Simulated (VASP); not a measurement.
# SnSe2 (P-3m1) in VASP: notebook

The runs below take SnSe2 through single point, relaxation of cell and atoms, with PBE.

Everything below comes from runs of VASP 6.6.1. Logs are shortened: lines on timing, memory, paths and dates and some standing lists are left out, and cuts for length are marked.

**1. The cell of the first run**

Symmetry: P-3m1, No. 164, trigonal system. The conventional cell has a = 3.843 Å, b = 3.843 Å, c = 6.082 Å, α = 90.00°, β = 90.00°, γ = 120.00°. Sn (site symmetry -3m) has 6 Se at 2.73 Å within 3.6 Å. Within 3.9 Å of Se (site symmetry 3m) lie 3 Sn at 2.73 Å and 12 Se at 3.65 to 3.88 Å.

**2. Single point, PBE**

INCAR reads:

```
ALGO     = Normal         # electronic algorithm
EDIFF    = 1E-6           # SCF threshold, eV
ENCUT    = 500            # plane-wave cutoff, eV
GGA      = PE             # functional
GGA_COMPAT= F            
ISIF     = 2              # what is computed and relaxed
ISMEAR   = 0              # smearing method
LASPH    = T              # aspherical terms in the spheres
LCHARG   = F              # write CHGCAR
LREAL    = F              # projectors in reciprocal space
LWAVE    = F              # write WAVECAR
NBANDS   = 20             # bands
NELM     = 120            # most SCF steps
PREC     = Accurate       # precision mode
SIGMA    = 0.02           # smearing width, eV
```

KPOINTS reads:

```
k-points
0
Gamma
  12 12 8
```

POSCAR reads:

```
SnSe2
1.0
    3.8430094954      0.0000000000      0.0000000000
   -1.9215047477      3.3281438500      0.0000000000
    0.0000000000      0.0000000000      6.0817192813
Sn Se
1 2
Direct
    0.0000000000      0.0000000000      0.0000000000
    0.3333333333      0.6666666667      0.2620554039
    0.6666666667      0.3333333333      0.7379445961
```

Potentials or basis: VASP PAW PBE potentials, release 64 (Sn_d, Se).

Started as:

```sh
> cat potpaw_PBE.64/Sn_d/POTCAR potpaw_PBE.64/Se/POTCAR > POTCAR
> mpirun -np 1 vasp_std > vasp.out
```

OUTCAR:

```text
EDIFF = 1E-6
   ENCUT = 500
   GGA = PE
   ISIF = 2
   ISMEAR = 0
   LASPH = T
   LREAL = F
   NELM = 120
   PREC = Accurate

 ion  position               nearest neighbor table
   1  0.000  0.000  0.000-   2 2.73   3 2.73   2 2.73   3 2.73   3 2.73   2 2.73
   2  0.333  0.667  0.262-   1 2.73   1 2.73   1 2.73
   3  0.667  0.333  0.738-   1 2.73   1 2.73   1 2.73

  LATTYP: Found a hexagonal cell.
 ALAT       =     3.8430094954
 C/A-ratio  =     1.5825407896

  Lattice vectors:

 A1 = (   3.8430094954,   0.0000000000,   0.0000000000)
 A2 = (  -1.9215047477,   3.3281438500,   0.0000000000)
 A3 = (   0.0000000000,   0.0000000000,   6.0817192813)

Analysis of symmetry for initial positions (statically):
=====================================================================
 Subroutine PRICEL returns:
 Original cell was already a primitive cell.

 Routine SETGRP: Setting up the symmetry group for a
 hexagonal supercell.

 Subroutine GETGRP returns: Found 12 space group operations
 (whereof 12 operations were pure point group operations)
 out of a pool of 24 trial point group operations.

The static configuration has the point symmetry D_3d.

Analysis of symmetry for dynamics (positions and initial velocities):
=====================================================================
 Subroutine PRICEL returns:
 Original cell was already a primitive cell.

 Routine SETGRP: Setting up the symmetry group for a
 hexagonal supercell.

 Subroutine GETGRP returns: Found 12 space group operations
 (whereof 12 operations were pure point group operations)
 out of a pool of 24 trial point group operations.

The dynamic configuration has the point symmetry D_3d.

 Subroutine INISYM returns: Found 12 space group operations
 (whereof 12 operations are pure point group operations),
 and found     1 'primitive' translations

----------------------------------------------------------------------------------------

                                     Primitive cell

  volume of cell :      77.7857

  direct lattice vectors                    reciprocal lattice vectors
     3.843009495  0.000000000  0.000000000     0.260212732  0.150233891  0.000000000
    -1.921504748  3.328143850  0.000000000     0.000000000  0.300467782  0.000000000
     0.000000000  0.000000000  6.081719281     0.000000000  0.000000000  0.164427188

  length of vectors
     3.843009495  3.843009495  6.081719281     0.300467782  0.300467782  0.164427188

  position of ions in fractional coordinates (direct lattice)
     0.000000000  0.000000000  0.000000000
     0.333333333  0.666666667  0.262055404
     0.666666667  0.333333333  0.737944596

  ion indices of the primitive-cell ions
   primitive index   ion index
                 1           1
                 2           2
                 3           3

----------------------------------------------------------------------------------------

 KPOINTS: k-points

Automatic generation of k-mesh.
 Grid dimensions read from file:
 generate k-points for:   12   12    8

 Generating k-lattice:

  Cartesian coordinates                     Fractional coordinates (reciprocal lattice)
     0.021684394  0.012519491  0.000000000     0.083333333  0.000000000  0.000000000
     0.000000000  0.025038982  0.000000000     0.000000000  0.083333333  0.000000000
     0.000000000  0.000000000  0.020553399     0.000000000  0.000000000  0.125000000

  Length of vectors
     0.025038982  0.025038982  0.020553399

  Shift w.r.t. Gamma in fractional coordinates (k-lattice)
     0.000000000  0.000000000  0.000000000

 Subroutine IBZKPT returns following result:
 ===========================================

 Found    131 irreducible k-points:

 Following reciprocal coordinates:
            Coordinates               Weight
  0.000000  0.000000  0.000000      1.000000
  0.083333 -0.000000  0.000000      6.000000
  0.166667 -0.000000  0.000000      6.000000
  0.250000 -0.000000  0.000000      6.000000
  0.333333  0.000000  0.000000      6.000000
  0.416667  0.000000  0.000000      6.000000
[... 16 lines left out ...]
  0.166667 -0.000000  0.125000      6.000000
  0.000000  0.166667  0.125000      6.000000
 [... further k-points ...]
   k-points           NKPTS =    131   k-points in BZ     NKDIM =    131   number of bands    NBANDS=     20
   number of dos      NEDOS =    301   number of ions     NIONS =      3
   total plane-waves  NPLWV =  37632
   dimension x,y,z NGX =    28 NGY =   28 NGZ =   48
   dimension x,y,z NGXF=    56 NGYF=   56 NGZF=   96
   ions per type =               1   2
   NGX,Y,Z   is equivalent  to a cutoff of  12.11, 12.11, 13.12 a.u.
   NGXF,Y,Z  is equivalent  to a cutoff of  24.23, 24.23, 26.24 a.u.
 SYSTEM =  unknown system
   PREC   = accura    normal or accurate (medium, high low for compatibility)
   ISTART =      0    job   : 0-new  1-cont  2-samecut
   ICHARG =      2    charge: 1-file 2-atom 10-const
   ISPIN  =      1    spin polarized calculation?
[... 41 lines left out ...]
   NGX = 13   NGY = 13   NGZ = 23

 number of electron      26.0000015 magnetization

 Free energy of the ion-electron system (eV)
  ---------------------------------------------------
  ext. energy  EPLUGINS =         0.00000000
  ---------------------------------------------------
  free energy    TOTEN  =       -11.82149251 eV

  energy without entropy =      -11.82149251  energy(sigma->0) =      -11.82149251

 E-fermi :   4.3329     XC(G=0):  -9.4868

 val. band max:        4.2393021902   @ k =   0.0833   0.0833   0.0000
 cond. band min:       4.6808745487   @ k =   0.0000   0.4167   0.3750
 fundamental gap:      0.4415723585
 Fermi energy:         4.3329245423

 k-point     1 :       0.0000    0.0000    0.0000
  band No.  band energies     occupation
      1     -17.1188      2.00000
      2     -17.1188      2.00000
      3     -17.0848      2.00000
      4     -17.0739      2.00000
      5     -17.0739      2.00000
      6      -9.6163      2.00000
[... 12 lines left out ...]
     19      13.1306      0.00000
     20      13.1306      0.00000

 k-point     2 :       0.0833   -0.0000    0.0000
  band No.  band energies     occupation
      1     -17.1213      2.00000
      2     -17.1164      2.00000
      3     -17.0830      2.00000
      4     -17.0756      2.00000
      5     -17.0737      2.00000
      6      -9.5505      2.00000
[... 12 lines left out ...]
     19      12.4741      0.00000
     20      13.1942      0.00000

 k-point     3 :       0.1667   -0.0000    0.0000
  band No.  band energies     occupation
      1     -17.1290      2.00000
      2     -17.1102      2.00000
      3     -17.0813      2.00000
      4     -17.0764      2.00000
      5     -17.0727      2.00000
      6      -9.3574      2.00000
[... 12 lines left out ...]
     19      12.2446      0.00000
     20      13.3359      0.00000

 k-point     4 :       0.2500   -0.0000    0.0000
  band No.  band energies     occupation
      1     -17.1405      2.00000
      2     -17.1036      2.00000
      3     -17.0862      2.00000
      4     -17.0695      2.00000
      5     -17.0691      2.00000
      6      -9.0529      2.00000
[... 12 lines left out ...]
     19      12.3231      0.00000
     20      13.7747      0.00000

 k-point     5 :       0.3333    0.0000    0.0000
  band No.  band energies     occupation
      1     -17.1528      2.00000
      2     -17.0998      2.00000
      3     -17.0909      2.00000
      4     -17.0635      2.00000
      5     -17.0611      2.00000
      6      -8.6722      2.00000
[... 12 lines left out ...]
     19      13.0954      0.00000
     20      14.1862      0.00000
[... 353 lines left out ...]
      6      -9.5212      2.00000
[... 12 lines left out ...]
     19      12.5586      0.00000
     20      13.2533      0.00000

 k-point    22 :       0.0000    0.0833    0.1250
  band No.  band energies     occupation
      1     -17.1213      2.00000
      2     -17.1164      2.00000
      3     -17.0830      2.00000
      4     -17.0756      2.00000
      5     -17.0737      2.00000
      6      -9.5212      2.00000
[... 12 lines left out ...]
     19      12.3652      0.00000
     20      12.9320      0.00000

 k-point    23 :       0.1667   -0.0000    0.1250
  band No.  band energies     occupation
      1     -17.1290      2.00000
      2     -17.1102      2.00000
      3     -17.0813      2.00000
      4     -17.0764      2.00000
      5     -17.0727      2.00000
      6      -9.3289      2.00000
[... 12 lines left out ...]
     19      12.6398      0.00000
     20      13.0000      0.00000

 k-point    24 :       0.0000    0.1667    0.1250
  band No.  band energies     occupation
      1     -17.1290      2.00000
      2     -17.1102      2.00000
      3     -17.0813      2.00000
      4     -17.0764      2.00000
      5     -17.0727      2.00000
      6      -9.3287      2.00000
[... 12 lines left out ...]
     19      12.0447      0.00000
     20      13.0613      0.00000

 [... further k-points ...]

------------------------ aborting loop because EDIFF is reached ----------------------------------------

  FORCE on cell =-STRESS in cart. coord.  units (eV):
  Direction    XX          YY          ZZ          XY          YZ          ZX
  --------------------------------------------------------------------------------------
  -------------------------------------------------------------------------------------
  Total        1.0058791      1.0058791      1.0093778     -0.0000000      0.0000000      0.0000000
  in kB       20.7184103     20.7184103     20.7904742     -0.0000000      0.0000000      0.0000000
  external PRESSURE =      20.7424316 kB  Pullay stress =       0.0000000 kB

 VOLUME and BASIS-vectors are now :
 -----------------------------------------------------------------------------
  energy-cutoff  :      500.00
  volume of cell :       77.79
      direct lattice vectors                 reciprocal lattice vectors
     3.843009495  0.000000000  0.000000000     0.260212732  0.150233891  0.000000000
    -1.921504748  3.328143850  0.000000000     0.000000000  0.300467782  0.000000000
     0.000000000  0.000000000  6.081719281     0.000000000  0.000000000  0.164427188

 POSITION                                       TOTAL-FORCE (eV/Angst)
 -----------------------------------------------------------------------------------
      0.00000      0.00000      0.00000         0.000000      0.000000      0.000000
     -0.00000      2.21876      1.59375         0.000000      0.000000      0.015026
      1.92150      1.10938      4.48797        -0.000000      0.000000     -0.015026
 -----------------------------------------------------------------------------------
    total drift:                               -0.000000     -0.000000     -0.000000

  FREE ENERGIE OF THE ION-ELECTRON SYSTEM (eV)
  ---------------------------------------------------
  free  energy   TOTEN  =       -11.8214925117 eV

  energy  without entropy=      -11.8214925117  energy(sigma->0) =      -11.82149251
```

Run time: 2.2 min. Hardware: 1 thread of Oxide Virtual Turin-like, shared host; peak memory 0.28 GiB.

What came out:

| Item | Value |
| --- | --- |
| Free energy | -11.8215 eV |
| Pressure | 2.1 GPa |
| Largest force | 0.015 eV/Å |
| Band gap on the k mesh | 0.44 eV (least direct gap 0.88 eV) |

Forces on the atoms (eV/Å):
```
Sn   0.000  0.000  0.000
Se   0.000  0.000  0.015
Se   0.000  0.000 -0.015
```

Caveat: semilocal functionals underestimate gaps, and a narrow one can read as zero; spin-orbit coupling is left out, which moves the levels of the heavy elements; this functional lacks dispersion, which binds layers or chains, so the pressure and a relaxed spacing across them are unreliable. A k mesh can miss the band edges.

**3. Single point, PBE**

This run uses another cell than the first one, of 30.31 Å³/atom.

INCAR reads:

```
  PREC = Accurate
  ENCUT = 500
  EDIFF = 1E-6
  ISMEAR = 0
  SIGMA = 0.02
  LREAL = False
  LASPH = True
  NELM = 120
  ALGO = Normal
  ISIF = 2
  LWAVE = False
  LCHARG = False
  GGA = PE
  NBANDS = 20
  GGA_COMPAT = False
```

KPOINTS reads:

```
regular mesh
0
Gamma
  12 12 8
```

POSCAR reads:

```
SnSe2
1.0
    3.8714346917      0.0000000000      0.0000000000
   -1.9357173459      3.3527607921      0.0000000000
    0.0000000000      0.0000000000      7.0059899526
Sn Se
1 2
Direct
    0.0000000000      0.0000000000      0.0000000000
    0.3333333333      0.6666666667      0.2276114194
    0.6666666667      0.3333333333      0.7723885806
```

Potentials or basis: VASP PAW PBE potentials, release 64 (Sn_d, Se).

Started as:

```sh
> cat potpaw_PBE.64/Sn_d/POTCAR potpaw_PBE.64/Se/POTCAR > POTCAR
> mpirun -np 1 vasp_std > vasp.out
```

Wall time 2.7 min (1 thread of Oxide Virtual Turin-like, shared host); peak memory 0.31 GiB.

The run converged. Its results:

| Item | Value |
| --- | --- |
| Free energy | -11.8746 eV |
| Pressure | 0.1 GPa |
| Largest force | 0.013 eV/Å |
| Band gap on the k mesh | 0.69 eV (least direct gap 1.07 eV) |

Forces in eV/Å, atoms in the order of the input:
```
Sn   0.000  0.000  0.000
Se   0.000  0.000  0.013
Se   0.000  0.000 -0.013
```

Levels at points of the mesh, in eV from the valence-band top:
| k point | band 11 | band 12 | band 13 | band 14 | band 15 | band 16 |
| --- | --- | --- | --- | --- | --- | --- |
| (0.00, 0.00, 0.00) | -0.47 | -0.12 | -0.12 | 1.09 | 3.08 | 4.58 |
| (0.50, 0.00, 0.00) | -2.19 | -0.79 | -0.28 | 0.92 | 3.89 | 5.56 |
| (0.00, 0.00, 0.50) | -0.50 | -0.09 | -0.09 | 1.97 | 3.00 | 4.51 |
| (0.50, 0.00, 0.50) | -2.05 | -0.64 | -0.39 | 0.69 | 4.20 | 4.91 |

Caveat: semilocal functionals underestimate gaps, and a narrow one can read as zero; spin-orbit coupling is left out, which moves the levels of the heavy elements; this functional lacks dispersion, which binds layers or chains, so the pressure and a relaxed spacing across them are unreliable. A k mesh can miss the band edges.

**4. Relaxation of cell and atoms, PBE**

This run uses another cell than the first one, of 25.73 Å³/atom.

INCAR reads:

```
  ALGO = Normal
  EDIFF = 1E-7
  EDIFFG = -0.002
  ENCUT = 500
  GGA = PE
  GGA_COMPAT = F
  IBRION = 2
  ISIF = 3
  ISMEAR = 0
  LASPH = T
  LCHARG = F
  LREAL = F
  LWAVE = F
  NELM = 120
  NELMIN = 4
  NSW = 80
  PREC = Accurate
  SIGMA = 0.02
```

KPOINTS reads:

```
k-points
0
Gamma
  12 12 8
```

POSCAR reads:

```
SnSe2
1.0
    3.8110000000      0.0000000000      0.0000000000
   -1.9055000000      3.3004228138      0.0000000000
    0.0000000000      0.0000000000      6.1370000000
Sn Se
1 2
Direct
    0.0000000000      0.0000000000      0.0000000000
    0.3333333333      0.6666666667      0.2500000000
    0.6666666667      0.3333333333      0.7500000000
```

Started as:

```sh
> cat potpaw_PBE.64/Sn_d/POTCAR potpaw_PBE.64/Se/POTCAR > POTCAR
> mpirun -np 1 vasp_std > vasp.out
```

Wall time 32 min (1 thread of Oxide Virtual Turin-like, shared host); peak memory 0.29 GiB.

The run converged. Its results:

| Item | Value |
| --- | --- |
| Free energy | -11.8728 eV |
| Relaxed volume | 29.93 Å³/atom |
| Relaxed cell | a = 3.873 Å, b = 3.873 Å, c = 6.910 Å, α = 90.00°, β = 90.00°, γ = 120.00° |
| Space group after relaxing (to 0.1 Å) | P-3m1 (No. 164) |
| Energy gained by relaxing | 38.3 meV/atom |
| Ionic steps | 25 |
| Pressure after relaxing | 0.0 GPa |
| Band gap on the k mesh | 0.68 eV (least direct gap 1.07 eV) |

Step by step:
```
step  energy change (eV)  largest force (eV/Å)  pressure (GPa)  volume (Å³)
   1              0.0000                0.7373            5.35        77.19
   2             -0.0383                0.6072           -3.14        87.19
   3             -0.0978                0.0788            0.02        82.52
   4             -0.0978                0.0647            0.11        82.41
   5             -0.0989                0.0709            0.11        82.54
   6             -0.1016                0.0892            0.13        82.93
   7             -0.1042                0.1253            0.20        83.69
   8             -0.1052                0.1180            0.18        83.91
   9             -0.1077                0.0958            0.10        84.61
  10             -0.1112                0.0508           -0.04        86.00
  11             -0.1117                0.0432           -0.22        88.81
  12             -0.1125                0.0072           -0.15        87.65
  13             -0.1136                0.0352            0.05        88.08
  14             -0.1139                0.0675            0.27        88.54
  15             -0.1146                0.0253            0.13        89.24
  16             -0.1147                0.0155            0.01        89.92
  17             -0.1148                0.0046            0.04        89.74
  18             -0.1148                0.0033            0.04        89.72
  19             -0.1148                0.0052            0.01        89.76
  20             -0.1148                0.0064           -0.01        89.80
  21             -0.1148                0.0060           -0.01        89.79
  22             -0.1148                0.0027            0.00        89.78
  23             -0.1148                0.0020            0.00        89.78
  24             -0.1148                0.0009            0.01        89.78
  25             -0.1148                0.0014            0.01        89.78
```

Final structure:
```yaml
crystal:
  lattice:
    - [3.87315, 0.00000, 0.00000]
    - [-1.93658, 3.35425, 0.00000]
    - [0.00000, 0.00000, 6.91048]
  atoms:
    - { symbol: Sn, position: [0.00000, 0.00000, 0.00000] }
    - { symbol: Se, position: [0.33333, 0.66667, 0.23089] }
    - { symbol: Se, position: [0.66667, 0.33333, 0.76911] }
```

Levels at points of the mesh, in eV from the valence-band top:
```tsv
k point	band 9	band 10	band 11	band 12	band 13	band 14	band 15	band 16	band 17
(0.00, 0.00, 0.00)	-0.49	-0.48	-0.48	-0.13	-0.13	1.06	3.08	4.58	4.58
(0.50, 0.00, 0.00)	-4.16	-2.41	-2.19	-0.82	-0.28	0.93	3.87	5.52	5.66
(0.00, 0.00, 0.50)	-1.55	-0.50	-0.50	-0.09	-0.09	2.00	2.99	4.49	4.49
(0.50, 0.00, 0.50)	-4.31	-2.14	-2.03	-0.64	-0.40	0.68	4.20	4.88	5.75
```

Caveat: the volume moved by over 15 % at a fixed basis, so the end points are rough; semilocal functionals underestimate gaps, and a narrow one can read as zero; spin-orbit coupling is left out, which moves the levels of the heavy elements; this functional lacks dispersion, which binds layers or chains, so the pressure and a relaxed spacing across them are unreliable.

**5. The runs side by side**

| task | cell | gap on the mesh (eV) | pressure (GPa) | largest force (eV/Å) |
| --- | --- | --- | --- | --- |
| single point | a = 3.843, b = 3.843, c = 6.082 Å, angles 90.0, 90.0, 120.0°, 3 atoms, atomic positions A | 0.44 | 2.1 | 0.02 |
| single point | a = 3.871, b = 3.871, c = 7.006 Å, angles 90.0, 90.0, 120.0°, 3 atoms, atomic positions B | 0.69 | 0.1 | 0.01 |
| relaxation of cell and atoms | relaxed from a = 3.811, b = 3.811, c = 6.137 Å, angles 90.0, 90.0, 120.0°, 3 atoms, atomic positions C | 0.68 | 0.0 | - |

Alike in all rows: level PBE; potentials or basis VASP PAW PBE potentials, release 64 (Sn_d, Se); no spin polarisation; k mesh 12 × 12 × 8; cutoff (eV) 500; smearing gaussian 0.02 eV.

Caveats: semilocal functionals underestimate gaps, and a narrow one can read as zero; spin-orbit coupling is left out, which moves the levels of the heavy elements; this functional lacks dispersion, which binds layers or chains, so the pressure and a relaxed spacing across them are unreliable; the volume moved by over 15 % at a fixed basis, so the end points are rough (at least some runs).

Total energies depend on the potentials used, so only differences within one code and one set of settings carry meaning.
